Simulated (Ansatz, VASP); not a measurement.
**Two plane-wave programs on RbRu2**

```
Rb Ru
1.0
     3.80004    0.00000    0.00000
    -1.90002    3.29093    0.00000
     0.00000    0.00000    6.55257
Rb Ru
1 2
Direct
  0.00000 0.00000 0.00000
  0.33333 0.66667 0.43500
  0.66667 0.33333 0.56500
```

Alike in both runs: task single point; functional PBE; k mesh 6 × 6 × 4; occupations gaussian, width 0.1 eV; collinear spin.

|  | VASP | Ansatz |
| --- | --- | --- |
| version | VASP 6.6.1 | Ansatz 0.2.0 |
| potentials or method | VASP PAW PBE potentials, release 64 (Rb_sv, Ru_pv), cutoff 520 eV | scalar-relativistic, plane waves, PAW |
| valence electrons in the cell | 37 | 41 |

```tsv
	VASP	Ansatz	Ansatz less VASP
gap on the k mesh at the Fermi level (eV)	none	none	-
pressure (GPa)	0.3	0.1	-0.14
traceless stress, the component that is largest in VASP (GPa)	-0.31	-0.19	+0.117
rms of the force components (eV/Å)	0.025	0.043	+0.0178
net moment per atom (μB)	0.24	0.23	-0.004
size of the moment on the site where the two differ most (μB)	0.28	0.24	-0.042
```

Site moments also hang on the region over which each program counts them. Atom by atom the forces differ by 0.018 eV/Å (rms over components). A gap of «none» marks a metal or a gap that the smearing closes. With one functional, cell and mesh, what is left measures potentials, basis and numerics. VASP's potentials hold 37 valence electrons a cell and Ansatz's 41, so a difference there can come from the potentials and not from the codes.
